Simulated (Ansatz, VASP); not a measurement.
# CdSn2O3 in VASP and in Ansatz

```
Cd Sn O
1.0
     5.95277    0.00000    0.00000
    -2.97638    5.15525    0.00000
     0.00000    0.00000    6.21342
Cd Sn O
2 4 6
Direct
  0.00000 0.00000 0.50000
  0.00000 0.00000 0.00000
  0.66667 0.33333 0.50000
  0.33333 0.66667 0.50000
  0.66667 0.33333 0.00000
  0.33333 0.66667 0.00000
  0.00000 0.31745 0.75000
  0.68255 0.68255 0.75000
  0.31745 0.00000 0.75000
  0.31745 0.31745 0.25000
  0.00000 0.68255 0.25000
  0.68255 0.00000 0.25000
```

Alike in both runs: functional PBE; k mesh 3 × 3 × 4; occupations gaussian, width 0.1 eV; no spin polarisation.

Ansatz relaxed the structure, and its values are those at the end. VASP's run is a single point on that final structure, the one shown.

```csv
,VASP,Ansatz
version,VASP 6.6.1,Ansatz 0.2.0
potentials or method,"VASP PAW PBE potentials, release 64 (Cd, Sn_d, O), cutoff 520 eV","scalar-relativistic, plane waves, PAW"
valence electrons in the cell,116,132
```

|  | VASP | Ansatz | Ansatz less VASP |
| --- | --- | --- | --- |
| gap on the k mesh at the Fermi level (eV) | none | none | - |
| pressure (GPa) | 0.2 | 0.0 | -0.24 |
| rms of the force components (eV/Å) | 0.015 | 0.001 | -0.0146 |

A gap of «none» marks a metal or a gap that the smearing closes. The functional is the same, so the differences come from potentials, cutoffs and numerics. VASP's potentials hold 116 valence electrons a cell and Ansatz's 132, so a difference there can come from the potentials and not from the codes.

The k mesh is coarse, so the values compare programs but aren't converged.
